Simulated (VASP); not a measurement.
# BN in VASP: single point with PBE+D3(BJ)

Aim: the single point of BN with PBE+D3(BJ).

Everything below comes from runs of VASP 6.6.1. Logs are shortened: lines on timing, memory, paths and dates and some standing lists are left out, and cuts for length are marked.

## (1) The cell of the first run

The cell holds a sheet with vacuum, 4 atoms: a = 2.507 Å, b = 2.508 Å, c = 30.828 Å, α = 90.00°, β = 90.00°, γ = 120.00°.

## (2) Single point, PBE+D3(BJ)

File INCAR:

```
PREC = Accurate
ENCUT = 520
EDIFF = 1E-6
ISMEAR = 0
SIGMA = 0.1
LREAL = False
LASPH = True
NELM = 100
ALGO = Normal
ISIF = 2
LWAVE = False
LCHARG = False
LDIPOL = True
IDIPOL = 3
DIPOL = 0.5 0.5 0.292
GGA = PE
IVDW = 12
NBANDS = 16
```

File KPOINTS:

```
regular mesh
0
Gamma
  8 8 1
```

File POSCAR:

```
BN
1.0
    2.5074160646     -0.0042442359      0.0000000000
   -1.2500830836      2.1736800087      0.0000000000
    0.0000000000      0.0000000000     30.8281993600
B N
2 2
Direct
    0.9200603739      1.0820402999      0.2375810709
    0.5799395972      0.4179597110      0.3462998445
    0.5867326871      0.4153775165      0.2375315948
    0.9132673418      0.0846224725      0.3463494982
```

Potentials or basis: VASP PAW PBE potentials, release 64 (B, N).

Started as:

```sh
$ cat potpaw_PBE.64/B/POTCAR potpaw_PBE.64/N/POTCAR > POTCAR
$ mpirun -np 1 vasp_std > vasp.out
```

OUTCAR:

```text
PREC = Accurate
   ENCUT = 520
   EDIFF = 1E-6
   ISMEAR = 0
   LREAL = False
   LASPH = True
   NELM = 100
   ISIF = 2
   GGA = PE
   IVDW = 12
 IVDW          = 12

 ion  position               nearest neighbor table
   1  0.920  0.082  0.238-   3 1.45   3 1.45   3 1.45
   2  0.580  0.418  0.346-   4 1.45   4 1.45   4 1.45
   3  0.587  0.415  0.238-   1 1.45   1 1.45   1 1.45
   4  0.913  0.085  0.346-   2 1.45   2 1.45   2 1.45

  LATTYP: Found a base centered orthorhombic cell.
 ALAT       =     2.5075072275
 B/A-ratio  =     1.7319870935
 C/A-ratio  =    12.2943611175

  Lattice vectors:

 A1 = (   1.2573329810,   2.1694357728,   0.0000000000)
 A2 = (  -2.5074160646,   0.0042442359,   0.0000000000)
 A3 = (   0.0000000000,   0.0000000000,  30.8281993600)

Analysis of symmetry for initial positions (statically):
=====================================================================
 Subroutine PRICEL returns:
 Original cell was already a primitive cell.

 Routine SETGRP: Setting up the symmetry group for a
 base centered orthorhombic supercell.

 Subroutine GETGRP returns: Found  2 space group operations
 (whereof  1 operations were pure point group operations)
 out of a pool of  8 trial point group operations.

The static configuration has the point symmetry C_1 .
 The point group associated with its full space group is S_2 .

Analysis of symmetry for dynamics (positions and initial velocities):
=====================================================================
 Subroutine PRICEL returns:
 Original cell was already a primitive cell.

 Routine SETGRP: Setting up the symmetry group for a
 base centered orthorhombic supercell.

 Subroutine GETGRP returns: Found  2 space group operations
 (whereof  1 operations were pure point group operations)
 out of a pool of  8 trial point group operations.

The dynamic configuration has the point symmetry C_1 .
 The point group associated with its full space group is S_2 .

 Subroutine INISYM returns: Found  2 space group operations
 (whereof  1 operations are pure point group operations),
 and found     1 'primitive' translations

----------------------------------------------------------------------------------------

                                     Primitive cell

  volume of cell :     167.8600

  direct lattice vectors                    reciprocal lattice vectors
     2.507416065 -0.004244236  0.000000000     0.399205548  0.229583058  0.000000000
    -1.250083084  2.173680009  0.000000000     0.000779472  0.460497590  0.000000000
     0.000000000  0.000000000 30.828199360     0.000000000  0.000000000  0.032437834

  length of vectors
     2.507419657  2.507507228 30.828199360     0.460514332  0.460498249  0.032437834

  position of ions in fractional coordinates (direct lattice)
     0.920060374  0.082040300  0.237581071
     0.579939597  0.417959711  0.346299845
     0.586732687  0.415377517  0.237531595
     0.913267342  0.084622473  0.346349498

  ion indices of the primitive-cell ions
   primitive index   ion index
                 1           1
                 2           2
                 3           3
                 4           4

----------------------------------------------------------------------------------------

 KPOINTS: regular mesh

Automatic generation of k-mesh.
 Grid dimensions read from file:
 generate k-points for:    8    8    1

 Generating k-lattice:

  Cartesian coordinates                     Fractional coordinates (reciprocal lattice)
     0.049900694  0.028697882  0.000000000     0.125000000  0.000000000  0.000000000
     0.000097434  0.057562199  0.000000000     0.000000000  0.125000000  0.000000000
     0.000000000  0.000000000  0.032437834     0.000000000  0.000000000  1.000000000

  Length of vectors
     0.057564292  0.057562281  0.032437834

  Shift w.r.t. Gamma in fractional coordinates (k-lattice)
     0.000000000  0.000000000  0.000000000

 Subroutine IBZKPT returns following result:
 ===========================================

 Found     34 irreducible k-points:

 Following reciprocal coordinates:
            Coordinates               Weight
  0.000000  0.000000  0.000000      1.000000
  0.125000 -0.000000  0.000000      2.000000
  0.250000 -0.000000  0.000000      2.000000
  0.375000 -0.000000  0.000000      2.000000
  0.500000 -0.000000  0.000000      1.000000
  0.000000  0.125000  0.000000      2.000000
[... 16 lines left out ...]
  0.125000  0.375000  0.000000      2.000000
  0.250000  0.375000  0.000000      2.000000
 [... further k-points ...]
   k-points           NKPTS =     34   k-points in BZ     NKDIM =     34   number of bands    NBANDS=     16
   number of dos      NEDOS =    301   number of ions     NIONS =      4
   total plane-waves  NPLWV =  96000
   dimension x,y,z NGX =    20 NGY =   20 NGZ =  240
   dimension x,y,z NGXF=    40 NGYF=   40 NGZF=  480
   ions per type =               2   2
   NGX,Y,Z   is equivalent  to a cutoff of  13.26, 13.26, 12.94 a.u.
   NGXF,Y,Z  is equivalent  to a cutoff of  26.52, 26.52, 25.88 a.u.
 SYSTEM =  unknown system
   PREC   = accura    normal or accurate (medium, high low for compatibility)
   ISTART =      0    job   : 0-new  1-cont  2-samecut
   ICHARG =      2    charge: 1-file 2-atom 10-const
   ISPIN  =      1    spin polarized calculation?
   LNONCOLLINEAR =      F non collinear calculations
   LSORBIT =      F    spin-orbit coupling
   LASPH  =      T    aspherical Exc in radial PAW
   ENCUT  =  520.0 eV  38.22 Ry    6.18 a.u.   4.66  4.66 57.32*2*pi/ulx,y,z
   NELM   =    100;   NELMIN=  2; NELMDL= -5     # of ELM steps
   EDIFF  = 0.1E-05   stopping-criterion for ELM
   LREAL  =      F    real-space projection
   EDIFFG = 0.1E-04   stopping-criterion for IOM
   NSW    =      0    number of steps for IOM
   IBRION =     -1    ionic relax: 0-MD 1-quasi-New 2-CG
   NFREE  =      0    steps in history (QN), initial steepest desc. (CG)
   ISIF   =      2    stress and relaxation
   ISYM   =      2    0-nonsym 1-usesym 2-fastsym
   POTIM  = 0.5000    time-step for ionic-motion
   TEBEG  =    0.0;   TEEND  =   0.0 temperature during run
   PSTRESS=    0.0 pullay stress
   NELECT =      16.0000    total number of electrons
   NUPDOWN=      -1.0000    fix difference up-down
   EMIN   =  10.00;   EMAX   =-10.00  energy-range for DOS
   EFERMI =   0.00;   METHOD = LEGACY
   ISMEAR =     0;   SIGMA  =   0.10  broadening in eV -4-tet -1-fermi 0-gaus
   EFERMI_NEDOS =   21; number of points for ismear=-14 and -15
   IALGO  =     38    algorithm
   IMIX   =      4    mixing-type and parameters
     AMIX     =   0.40;   BMIX     =  1.00
     AMIX_MAG =   1.60;   BMIX_MAG =  1.00
  volume/ion in A,a.u.               =      41.96       283.19
  Fermi-wavevector in a.u.,A,eV,Ry     =   0.747823  1.413181  7.608921  0.559240
  Thomas-Fermi vector in A             =   1.843968
   LORBIT       =      0    0 simple, 1 ext, 2 COOP (PROOUT), +10 PAW based schemes
   GGA     = PE    functional components
   LHFCALC =     F    Hartree Fock is set to
   AEXX    =    0.0000 exact exchange contribution
   IVDW    =    12    specifies the selected vdW correction
   LEPSILON=     F    determine dielectric tensor
   LRPA    =     F    only Hartree local field effects (RPA)
 non-spin polarized calculation
 Gauss-broadening in eV      SIGMA  =   0.10
  energy-cutoff  :      520.00
  volume of cell :      167.86
 maximum number of plane-waves:      4555
   NGX =  9   NGY =  9   NGZ =115

 number of electron      16.0000000 magnetization

 dipolmoment           0.000000      0.000000     -0.000025 electrons x Angstroem

 Free energy of the ion-electron system (eV)
  ---------------------------------------------------
  ext. energy  EPLUGINS =         0.00000000
  ---------------------------------------------------
  free energy    TOTEN  =       -35.18059257 eV

  energy without entropy =      -35.18059257  energy(sigma->0) =      -35.18059257

 E-fermi :  -3.7035     XC(G=0):  -2.4819

 val. band max:       -4.1682621484   @ k =   0.3750   0.2500   0.0000
 cond. band min:       0.3769047441   @ k =   0.5000  -0.0000   0.0000
 fundamental gap:      4.5451668925
 Fermi energy:        -3.7035415235

 k-point     1 :       0.0000    0.0000    0.0000
  band No.  band energies     occupation
      1     -21.8033      2.00000
      2     -21.6662      2.00000
      3      -9.8095      2.00000
      4      -8.8064      2.00000
      5      -5.4373      2.00000
      6      -5.4368      2.00000
[... 8 lines left out ...]
     15       3.1548      0.00000
     16       4.1988      0.00000

 k-point     2 :       0.1250   -0.0000    0.0000
  band No.  band energies     occupation
      1     -21.5026      2.00000
      2     -21.3704      2.00000
      3      -9.4008      2.00000
      4      -8.4185      2.00000
      5      -6.6209      2.00000
      6      -6.6068      2.00000
[... 8 lines left out ...]
     15       3.6253      0.00000
     16       4.5997      0.00000

 k-point     3 :       0.2500   -0.0000    0.0000
  band No.  band energies     occupation
      1     -20.6429      2.00000
      2     -20.5262      2.00000
      3      -9.1961      2.00000
      4      -9.1703      2.00000
      5      -8.2079      2.00000
      6      -7.2964      2.00000
[... 8 lines left out ...]
     15       4.7989      0.00000
     16       5.3708      0.00000

 k-point     4 :       0.3750   -0.0000    0.0000
  band No.  band energies     occupation
      1     -19.4319      2.00000
      2     -19.3474      2.00000
      3     -11.7549      2.00000
      4     -11.7145      2.00000
      5      -7.9142      2.00000
      6      -7.8853      2.00000
[... 8 lines left out ...]
     15       6.3752      0.00000
     16       6.6185      0.00000

 k-point     5 :       0.5000   -0.0000    0.0000
  band No.  band energies     occupation
      1     -18.6763      2.00000
      2     -18.6418      2.00000
      3     -12.9786      2.00000
      4     -12.9456      2.00000
      5      -8.2298      2.00000
      6      -8.2000      2.00000
[... 8 lines left out ...]
     15       8.9555      0.00000
     16       8.9954      0.00000

 k-point     6 :       0.0000    0.1250    0.0000
  band No.  band energies     occupation
      1     -21.5026      2.00000
      2     -21.3704      2.00000
      3      -9.4009      2.00000
      4      -8.4186      2.00000
      5      -6.6213      2.00000
      6      -6.6073      2.00000
[... 8 lines left out ...]
     15       3.6253      0.00000
     16       4.5997      0.00000
[... 267 lines left out ...]
 k-point    21 :      -0.1250    0.2500    0.0000
  band No.  band energies     occupation
      1     -20.9206      2.00000
      2     -20.7986      2.00000
      3      -8.6148      2.00000
      4      -8.2550      2.00000
      5      -8.2224      2.00000
      6      -7.6516      2.00000
[... 8 lines left out ...]
     15       4.4504      0.00000
     16       5.1558      0.00000

 k-point    22 :      -0.0000    0.3750    0.0000
  band No.  band energies     occupation
      1     -19.4321      2.00000
      2     -19.3477      2.00000
      3     -11.7548      2.00000
      4     -11.7152      2.00000
      5      -7.9134      2.00000
      6      -7.8846      2.00000
[... 8 lines left out ...]
     15       6.3755      0.00000
     16       6.6182      0.00000

 k-point    23 :       0.1250    0.3750    0.0000
  band No.  band energies     occupation
      1     -18.7477      2.00000
      2     -18.6944      2.00000
      3     -12.4828      2.00000
      4     -12.4462      2.00000
      5      -8.9688      2.00000
      6      -8.9357      2.00000
[... 8 lines left out ...]
     15       8.2522      0.00000
     16       8.5291      0.00000

 k-point    24 :       0.2500    0.3750    0.0000
  band No.  band energies     occupation
      1     -18.2077      2.00000
      2     -18.1878      2.00000
      3     -12.2955      2.00000
      4     -12.2465      2.00000
      5     -10.6557      2.00000
      6     -10.6259      2.00000
[... 8 lines left out ...]
     15       9.6602      0.00000
     16      10.7946      0.00000

 [... further k-points ...]

------------------------ aborting loop because EDIFF is reached ----------------------------------------

 vacuum level on the upper side and lower side of the slab       (xc-potential included)        -0.009        -0.008

 Edisp (eV)   -0.42158

 E8    (eV) :    -0.1300

  FORCE on cell =-STRESS in cart. coord.  units (eV):
  Direction    XX          YY          ZZ          XY          YZ          ZX
  --------------------------------------------------------------------------------------
  -------------------------------------------------------------------------------------
  Total       0.07025     0.06437    -0.03366     0.00033    -0.00084     0.00286
  in kB       0.67048     0.61443    -0.32129     0.00320    -0.00800     0.02730
  external pressure =        0.32 kB  Pullay stress =        0.00 kB

 VOLUME and BASIS-vectors are now :
 -----------------------------------------------------------------------------
  energy-cutoff  :      520.00
  volume of cell :      167.86
      direct lattice vectors                 reciprocal lattice vectors
     2.507416065 -0.004244236  0.000000000     0.399205548  0.229583058  0.000000000
    -1.250083084  2.173680009  0.000000000     0.000779472  0.460497590  0.000000000
     0.000000000  0.000000000 30.828199360     0.000000000  0.000000000  0.032437834

 POSITION                                       TOTAL-FORCE (eV/Angst)
 -----------------------------------------------------------------------------------
      2.20442      0.17442      7.32420        -0.000082     -0.000019     -0.000452
      0.93167      0.90605     10.67580         0.000082      0.000019      0.000452
      0.95193      0.90041      7.32267        -0.000670      0.000246     -0.000705
      2.18416      0.18007     10.67733         0.000670     -0.000246      0.000705
 -----------------------------------------------------------------------------------
    total drift:                               -0.000107      0.000029     -0.007251

  FREE ENERGIE OF THE ION-ELECTRON SYSTEM (eV)
  ---------------------------------------------------
  free  energy   TOTEN  =       -35.6021743184 eV

  energy  without entropy=      -35.6021743184  energy(sigma->0) =      -35.60217432

 vacuum level on the upper side and lower side of the slab         1.738         1.739
```

Run time: 63 s. Hardware: 1 thread of Intel Xeon 6975P-C (Granite Rapids), shared host; peak memory 0.34 GiB.

What came out:

- Free energy: -35.6022 eV
- Band gap on the k mesh: 4.55 eV, indirect (least direct gap 4.74 eV)
- Dispersion energy per atom: -0.105 eV
